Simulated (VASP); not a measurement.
# TiO2 (P4_2/mnm) in VASP: further runs

The runs below take TiO2 through single point, relaxation of cell and atoms, with PBE, r2SCAN.

All numbers are computed with VASP 6.6.1; they aren't measurements. Logs are shortened: lines on timing, memory, paths and dates and some standing lists are left out, and cuts for length are marked.

## (1) The cell of the first run

It takes space group P4_2/mnm (No. 136, tetragonal). Conventional cell: a = 4.643 Å, b = 4.643 Å, c = 2.964 Å, α = 90.00°, β = 90.00°, γ = 90.00°. Within 2.6 Å of Ti (site symmetry mmm) lie 6 O at 1.96 to 2.00 Å. O (site symmetry m2m) has 3 Ti at 1.96 to 2.00 Å and 1 O at 2.56 Å within 2.6 Å.

## (2) Single point, PBE

The input, INCAR:

```
SYSTEM = TiO2
  PREC = Accurate
  ENCUT = 520
  EDIFF = 1E-6
  ISMEAR = -1
  SIGMA = 0.02
  LREAL = .False.
  LASPH = .True.
  NELM = 100
  ALGO = Normal
  ISIF = 2
  LWAVE = .False.
  LCHARG = .True.
  GGA = PE
  LELF = .True.
  LVHAR = .True.
  NBANDS = 33
```

The input, KPOINTS:

```
regular mesh
0
Gamma
  4 4 6
  0 0 0
```

The input, POSCAR:

```
TiO2
1.0
    4.6433015406      0.0000000000      0.0000000000
    0.0000000000      4.6433015406      0.0000000000
    0.0000000000      0.0000000000      2.9640763073
Ti O
2 4
Direct
    0.0000000000      0.0000000000      0.0000000000
    0.5000000000      0.5000000000      0.5000000000
    0.3051320939      0.3051320939      0.0000000000
    0.1948679061      0.8051320939      0.5000000000
    0.8051320939      0.1948679061      0.5000000000
    0.6948679061      0.6948679061      0.0000000000
```

Potentials or basis: VASP PAW PBE potentials, release 64 (Ti_sv, O).

Started as:

```sh
$ cat potpaw_PBE.64/Ti_sv/POTCAR potpaw_PBE.64/O/POTCAR > POTCAR
$ mpirun -np 1 vasp_std > vasp.out
```

OUTCAR:

```text
SYSTEM = TiO2
   PREC = Accurate
   ENCUT = 520
   EDIFF = 1E-6
   ISMEAR = -1
   LREAL = .False.
   LASPH = .True.
   NELM = 100
   ISIF = 2
   GGA = PE

 ion  position               nearest neighbor table
   1  0.000  0.000  0.000-   4 1.96   5 1.96   4 1.96   5 1.96   3 2.00   6 2.00
   2  0.500  0.500  0.500-   3 1.96   6 1.96   3 1.96   6 1.96   5 2.00   4 2.00
   3  0.305  0.305  0.000-   2 1.96   2 1.96   1 2.00
   4  0.195  0.805  0.500-   1 1.96   1 1.96   2 2.00
   5  0.805  0.195  0.500-   1 1.96   1 1.96   2 2.00
   6  0.695  0.695  0.000-   2 1.96   2 1.96   1 2.00

  LATTYP: Found a simple tetragonal cell.
 ALAT       =     4.6433015406
 C/A-ratio  =     0.6383553343

  Lattice vectors:

 A1 = (   4.6433015406,   0.0000000000,   0.0000000000)
 A2 = (   0.0000000000,   4.6433015406,   0.0000000000)
 A3 = (   0.0000000000,   0.0000000000,   2.9640763073)

Analysis of symmetry for initial positions (statically):
=====================================================================
 Subroutine PRICEL returns:
 Original cell was already a primitive cell.

 Routine SETGRP: Setting up the symmetry group for a
 simple tetragonal supercell.

 Subroutine GETGRP returns: Found 16 space group operations
 (whereof  8 operations were pure point group operations)
 out of a pool of 16 trial point group operations.

The static configuration has the point symmetry D_2h.
 The point group associated with its full space group is D_4h.

Analysis of symmetry for dynamics (positions and initial velocities):
=====================================================================
 Subroutine PRICEL returns:
 Original cell was already a primitive cell.

 Routine SETGRP: Setting up the symmetry group for a
 simple tetragonal supercell.

 Subroutine GETGRP returns: Found 16 space group operations
 (whereof  8 operations were pure point group operations)
 out of a pool of 16 trial point group operations.

The dynamic configuration has the point symmetry D_2h.
 The point group associated with its full space group is D_4h.

 Subroutine INISYM returns: Found 16 space group operations
 (whereof  8 operations are pure point group operations),
 and found     1 'primitive' translations

----------------------------------------------------------------------------------------

                                     Primitive cell

  volume of cell :      63.9062

  direct lattice vectors                    reciprocal lattice vectors
     4.643301541  0.000000000  0.000000000     0.215364002  0.000000000  0.000000000
     0.000000000  4.643301541  0.000000000     0.000000000  0.215364002  0.000000000
     0.000000000  0.000000000  2.964076307     0.000000000  0.000000000  0.337373231

  length of vectors
     4.643301541  4.643301541  2.964076307     0.215364002  0.215364002  0.337373231

  position of ions in fractional coordinates (direct lattice)
     0.000000000  0.000000000  0.000000000
     0.500000000  0.500000000  0.500000000
     0.305132094  0.305132094  0.000000000
     0.194867906  0.805132094  0.500000000
     0.805132094  0.194867906  0.500000000
     0.694867906  0.694867906  0.000000000

  ion indices of the primitive-cell ions
   primitive index   ion index
                 1           1
                 2           2
                 3           3
                 4           4
                 5           5
                 6           6

----------------------------------------------------------------------------------------

 KPOINTS: regular mesh

Automatic generation of k-mesh.
 Grid dimensions read from file:
 generate k-points for:    4    4    6

 Generating k-lattice:

  Cartesian coordinates                     Fractional coordinates (reciprocal lattice)
     0.053841000  0.000000000  0.000000000     0.250000000  0.000000000  0.000000000
     0.000000000  0.053841000  0.000000000     0.000000000  0.250000000  0.000000000
     0.000000000  0.000000000  0.056228872     0.000000000  0.000000000  0.166666667

  Length of vectors
     0.053841000  0.053841000  0.056228872

  Shift w.r.t. Gamma in fractional coordinates (k-lattice)
     0.000000000  0.000000000  0.000000000

 Subroutine IBZKPT returns following result:
 ===========================================

 Found     24 irreducible k-points:

 Following reciprocal coordinates:
            Coordinates               Weight
  0.000000  0.000000  0.000000      1.000000
  0.250000  0.000000  0.000000      4.000000
  0.500000  0.000000  0.000000      2.000000
  0.250000  0.250000  0.000000      4.000000
  0.500000  0.250000  0.000000      4.000000
  0.500000  0.500000  0.000000      1.000000
[... 16 lines left out ...]
  0.500000  0.250000  0.500000      4.000000
  0.500000  0.500000  0.500000      1.000000
   k-points           NKPTS =     24   k-points in BZ     NKDIM =     24   number of bands    NBANDS=     33
   number of dos      NEDOS =    301   number of ions     NIONS =      6
   total plane-waves  NPLWV =  31104
   dimension x,y,z NGX =    36 NGY =   36 NGZ =   24
   dimension x,y,z NGXF=    72 NGYF=   72 NGZF=   48
   ions per type =               2   4
   NGX,Y,Z   is equivalent  to a cutoff of  12.89, 12.89, 13.46 a.u.
   NGXF,Y,Z  is equivalent  to a cutoff of  25.78, 25.78, 26.92 a.u.
 SYSTEM =  TiO2
   PREC   = accura    normal or accurate (medium, high low for compatibility)
   ISTART =      0    job   : 0-new  1-cont  2-samecut
   ICHARG =      2    charge: 1-file 2-atom 10-const
   ISPIN  =      1    spin polarized calculation?
   LNONCOLLINEAR =      F non collinear calculations
   LSORBIT =      F    spin-orbit coupling
   LASPH  =      T    aspherical Exc in radial PAW
   ENCUT  =  520.0 eV  38.22 Ry    6.18 a.u.   8.63  8.63  5.51*2*pi/ulx,y,z
   NELM   =    100;   NELMIN=  2; NELMDL= -5     # of ELM steps
   EDIFF  = 0.1E-05   stopping-criterion for ELM
   LREAL  =      F    real-space projection
   EDIFFG = 0.1E-04   stopping-criterion for IOM
   NSW    =      0    number of steps for IOM
   IBRION =     -1    ionic relax: 0-MD 1-quasi-New 2-CG
   NFREE  =      0    steps in history (QN), initial steepest desc. (CG)
   ISIF   =      2    stress and relaxation
   ISYM   =      2    0-nonsym 1-usesym 2-fastsym
   POTIM  = 0.5000    time-step for ionic-motion
   TEBEG  =    0.0;   TEEND  =   0.0 temperature during run
   PSTRESS=    0.0 pullay stress
   NELECT =      48.0000    total number of electrons
   NUPDOWN=      -1.0000    fix difference up-down
   EMIN   =  10.00;   EMAX   =-10.00  energy-range for DOS
   EFERMI =   0.00;   METHOD = LEGACY
   ISMEAR =    -1;   SIGMA  =   0.02  broadening in eV -4-tet -1-fermi 0-gaus
   EFERMI_NEDOS =   21; number of points for ismear=-14 and -15
   IALGO  =     38    algorithm
   IMIX   =      4    mixing-type and parameters
     AMIX     =   0.40;   BMIX     =  1.00
     AMIX_MAG =   1.60;   BMIX_MAG =  1.00
  volume/ion in A,a.u.               =      10.65        71.88
  Fermi-wavevector in a.u.,A,eV,Ry     =   1.488130  2.812158 30.130520  2.214531
  Thomas-Fermi vector in A             =   2.601203
   LORBIT       =      0    0 simple, 1 ext, 2 COOP (PROOUT), +10 PAW based schemes
   GGA     = PE    functional components
   LHFCALC =     F    Hartree Fock is set to
   AEXX    =    0.0000 exact exchange contribution
   IVDW    =     0    specifies the selected vdW correction
   LEPSILON=     F    determine dielectric tensor
   LRPA    =     F    only Hartree local field effects (RPA)
 non-spin polarized calculation
  energy-cutoff  :      520.00
  volume of cell :       63.91
 maximum number of plane-waves:      1731
 NGX is ok and might be reduce to    36
   NGX = 17   NGY = 17   NGZ = 11

 number of electron      48.0000021 magnetization

 Free energy of the ion-electron system (eV)
  ---------------------------------------------------
  ext. energy  EPLUGINS =         0.00000000
  ---------------------------------------------------
  free energy    TOTEN  =       -53.67509057 eV

  energy without entropy =      -53.67509057  energy(sigma->0) =      -53.67509057

 E-fermi :   5.1199     XC(G=0): -11.2842

 val. band max:        4.5767185666   @ k =   0.0000   0.0000   0.0000
 cond. band min:       6.4109183457   @ k =   0.0000   0.0000   0.0000
 fundamental gap:      1.8341997790
 Fermi energy:         5.1199147589

 k-point     1 :       0.0000    0.0000    0.0000
  band No.  band energies     occupation
      1     -52.3837      2.00000
      2     -52.3689      2.00000
      3     -28.6705      2.00000
      4     -28.6705      2.00000
      5     -28.5206      2.00000
      6     -28.5206      2.00000
[... 25 lines left out ...]
     32      11.0465      0.00000
     33      11.0468      0.00000

 k-point     2 :       0.2500    0.0000    0.0000
  band No.  band energies     occupation
      1     -52.3815      2.00000
      2     -52.3710      2.00000
      3     -28.6537      2.00000
      4     -28.6524      2.00000
      5     -28.5404      2.00000
      6     -28.5391      2.00000
[... 25 lines left out ...]
     32      10.8745      0.00000
     33      10.9048      0.00000

 k-point     3 :       0.5000    0.0000    0.0000
  band No.  band energies     occupation
      1     -52.3762      2.00000
      2     -52.3762      2.00000
      3     -28.6256      2.00000
      4     -28.6256      2.00000
      5     -28.5689      2.00000
      6     -28.5689      2.00000
[... 25 lines left out ...]
     32      10.4538      0.00000
     33      10.7192      0.00000

 k-point     4 :       0.2500    0.2500    0.0000
  band No.  band energies     occupation
      1     -52.3800      2.00000
      2     -52.3725      2.00000
      3     -28.6758      2.00000
      4     -28.6260      2.00000
      5     -28.5685      2.00000
      6     -28.5173      2.00000
[... 25 lines left out ...]
     32      10.7177      0.00000
     33      11.0465      0.00000

 k-point     5 :       0.5000    0.2500    0.0000
  band No.  band energies     occupation
      1     -52.3762      2.00000
      2     -52.3762      2.00000
      3     -28.6598      2.00000
      4     -28.6598      2.00000
      5     -28.5350      2.00000
      6     -28.5350      2.00000
[... 604 lines left out ...]
 k-point    22 :       0.2500    0.2500    0.5000
  band No.  band energies     occupation
      1     -52.3375      2.00000
      2     -52.3375      2.00000
      3     -28.9001      2.00000
      4     -28.8928      2.00000
      5     -28.5358      2.00000
      6     -28.5266      2.00000
[... 25 lines left out ...]
     32      10.2263      0.00000
     33      10.4770      0.00000

 k-point    23 :       0.5000    0.2500    0.5000
  band No.  band energies     occupation
      1     -52.3375      2.00000
      2     -52.3375      2.00000
      3     -28.8963      2.00000
      4     -28.8963      2.00000
      5     -28.5317      2.00000
      6     -28.5317      2.00000
[... 25 lines left out ...]
     32       9.6365      0.00000
     33      11.1746      0.00000

 k-point    24 :       0.5000    0.5000    0.5000
  band No.  band energies     occupation
      1     -52.3375      2.00000
      2     -52.3375      2.00000
      3     -28.8914      2.00000
      4     -28.8914      2.00000
      5     -28.5367      2.00000
      6     -28.5367      2.00000
[... 25 lines left out ...]
     32      10.2875      0.00000
     33      10.4633      0.00000

------------------------ aborting loop because EDIFF is reached ----------------------------------------

  FORCE on cell =-STRESS in cart. coord.  units (eV):
  Direction    XX          YY          ZZ          XY          YZ          ZX
  --------------------------------------------------------------------------------------
  -------------------------------------------------------------------------------------
  Total        0.2117033      0.2117033      0.3473667      0.0000000      0.0000000      0.0000000
  in kB        5.3075620      5.3075620      8.7087465      0.0000000      0.0000000      0.0000000
  external PRESSURE =       6.4412902 kB  Pullay stress =       0.0000000 kB

 VOLUME and BASIS-vectors are now :
 -----------------------------------------------------------------------------
  energy-cutoff  :      520.00
  volume of cell :       63.91
      direct lattice vectors                 reciprocal lattice vectors
     4.643301541  0.000000000  0.000000000     0.215364002  0.000000000  0.000000000
     0.000000000  4.643301541  0.000000000     0.000000000  0.215364002  0.000000000
     0.000000000  0.000000000  2.964076307     0.000000000  0.000000000  0.337373231

 POSITION                                       TOTAL-FORCE (eV/Angst)
 -----------------------------------------------------------------------------------
      0.00000      0.00000      0.00000        -0.000000      0.000000     -0.000000
      2.32165      2.32165      1.48204        -0.000000      0.000000     -0.000000
      1.41682      1.41682      0.00000        -0.020228     -0.020228     -0.000000
      0.90483      3.73847      1.48204         0.020228     -0.020228     -0.000000
      3.73847      0.90483      1.48204        -0.020228      0.020228     -0.000000
      3.22648      3.22648      0.00000         0.020228      0.020228      0.000000
 -----------------------------------------------------------------------------------
    total drift:                                0.000000      0.000000      0.000000

  FREE ENERGIE OF THE ION-ELECTRON SYSTEM (eV)
  ---------------------------------------------------
  free  energy   TOTEN  =       -53.6750905670 eV

  energy  without entropy=      -53.6750905670  energy(sigma->0) =      -53.67509057
```

Wall time 57 s (1 thread of Intel Xeon 8259CL, shared host); peak memory 0.19 GiB.

Results:

- Free energy: -53.6751 eV
- Pressure: 0.6 GPa
- Largest force: 0.029 eV/Å
- Band gap on the k mesh: 1.83 eV

Forces on the atoms (eV/Å):
```
Ti   0.000  0.000  0.000
Ti   0.000  0.000  0.000
O   -0.020 -0.020  0.000
O    0.020 -0.020  0.000
O   -0.020  0.020  0.000
O    0.020  0.020  0.000
```

Levels at points of the mesh, in eV from the valence-band top:
| k point | band 21 | band 22 | band 23 | band 24 | band 25 | band 26 | band 27 | band 28 |
| --- | --- | --- | --- | --- | --- | --- | --- | --- |
| (0.00, 0.00, 0.00) | -0.67 | -0.43 | -0.43 | 0.00 | 1.83 | 2.12 | 2.39 | 2.46 |
| (0.50, 0.00, 0.00) | -1.55 | -1.55 | -0.71 | -0.71 | 2.48 | 2.48 | 2.95 | 2.95 |
| (0.50, 0.50, 0.00) | -1.24 | -1.24 | -1.04 | -1.04 | 1.87 | 1.87 | 2.48 | 2.48 |
| (0.00, 0.00, 0.50) | -2.23 | -2.23 | -1.40 | -1.40 | 2.88 | 2.88 | 3.14 | 3.14 |
| (0.50, 0.00, 0.50) | -1.99 | -1.99 | -0.98 | -0.98 | 1.88 | 1.88 | 3.16 | 3.16 |
| (0.50, 0.50, 0.50) | -1.21 | -1.21 | -0.67 | -0.67 | 2.53 | 2.53 | 3.15 | 3.15 |

A k mesh can miss the band edges.

## (3) Single point, r2SCAN

This run uses another cell than the first one, of 10.40 Å³/atom.

The input, POSCAR:

```
TiO2
1.0
    4.5968534940      0.0000000000      0.0000000000
    0.0000000000      4.5968534940      0.0000000000
    0.0000000000      0.0000000000      2.9534912666
Ti O
2 4
Direct
    0.0000000000      0.0000000000      0.0000000000
    0.5000000000      0.5000000000      0.5000000000
    0.3046432220      0.3046432220      0.0000000000
    0.1953567780      0.8046432220      0.5000000000
    0.8046432220      0.1953567780      0.5000000000
    0.6953567780      0.6953567780      0.0000000000
```

The input, INCAR.step1:

```
ALGO     = Normal         # electronic algorithm
EDIFF    = 1E-4           # SCF threshold, eV
ENCUT    = 520            # plane-wave cutoff, eV
GGA      = PE             # functional
ISMEAR   = -1             # smearing method
LASPH    = T              # aspherical terms in the spheres
LCHARG   = F              # write CHGCAR
LREAL    = F              # projectors in reciprocal space
LWAVE    = T              # write WAVECAR
NBANDS   = 33             # bands
NELM     = 80             # most SCF steps
PREC     = Accurate       # precision mode
SIGMA    = 0.02           # smearing width, eV
```

The input, INCAR.step2:

```
ALGO     = Normal         # electronic algorithm
EDIFF    = 1E-7           # SCF threshold, eV
ENCUT    = 520            # plane-wave cutoff, eV
ISIF     = 2              # what is computed and relaxed
ISMEAR   = -1             # smearing method
ISTART   = 1            
LASPH    = T              # aspherical terms in the spheres
LCHARG   = F              # write CHGCAR
LMIXTAU  = T            
LREAL    = F              # projectors in reciprocal space
LWAVE    = F              # write WAVECAR
METAGGA  = R2SCAN         # meta-GGA
NBANDS   = 33             # bands
NELM     = 80             # most SCF steps
PREC     = Accurate       # precision mode
SIGMA    = 0.02           # smearing width, eV
```

The input, KPOINTS:

```
k-points
0
Gamma
  6 6 8
```

Potentials or basis: VASP PAW PBE potentials, release 64 (Ti_sv, O).

Started as:

```sh
$ cat potpaw_PBE.64/Ti_sv/POTCAR potpaw_PBE.64/O/POTCAR > POTCAR
$ cp INCAR.step1 INCAR
$ mpirun -np 1 vasp_std > vasp.out
$ cp INCAR.step2 INCAR
$ mpirun -np 1 vasp_std > vasp.out
```

Run time: 6.1 min. Hardware: 1 thread of Intel Xeon 8259CL, shared host; peak memory 0.23 GiB.

Results (log left out):

```yaml
Free_energy: -69.7942 eV
Pressure: 1.3 GPa
Largest_force: 0.038 eV/Å
Band_gap_on_the_k_mesh: 2.23 eV
```

Forces on the atoms (eV/Å):
```
Ti   0.000  0.000  0.000
Ti   0.000  0.000  0.000
O   -0.027 -0.027  0.000
O    0.027 -0.027  0.000
O   -0.027  0.027  0.000
O    0.027  0.027  0.000
```

Stress tensor (GPa, compression positive):
```
1.03 0.00 0.00
0.00 1.03 0.00
0.00 0.00 1.76
```

Levels at points of the mesh, in eV from the valence-band top:
```tsv
k point	band 21	band 22	band 23	band 24	band 25	band 26	band 27	band 28
(0.00, 0.00, 0.00)	-0.76	-0.49	-0.49	0.00	2.23	2.55	2.79	2.88
(0.50, 0.00, 0.00)	-1.70	-1.70	-0.77	-0.77	2.92	2.92	3.41	3.41
(0.50, 0.50, 0.00)	-1.38	-1.38	-1.13	-1.13	2.27	2.27	2.90	2.90
(0.00, 0.00, 0.50)	-2.40	-2.40	-1.48	-1.48	3.33	3.33	3.59	3.59
(0.50, 0.00, 0.50)	-2.08	-2.08	-1.09	-1.09	2.29	2.29	3.62	3.62
(0.50, 0.50, 0.50)	-1.31	-1.31	-0.72	-0.72	2.97	2.97	3.60	3.60
```

Caveat: the PAW data sets were made with another functional, which shifts forces and pressure a little. A k mesh can miss the band edges.

[end of part 1 of 2]
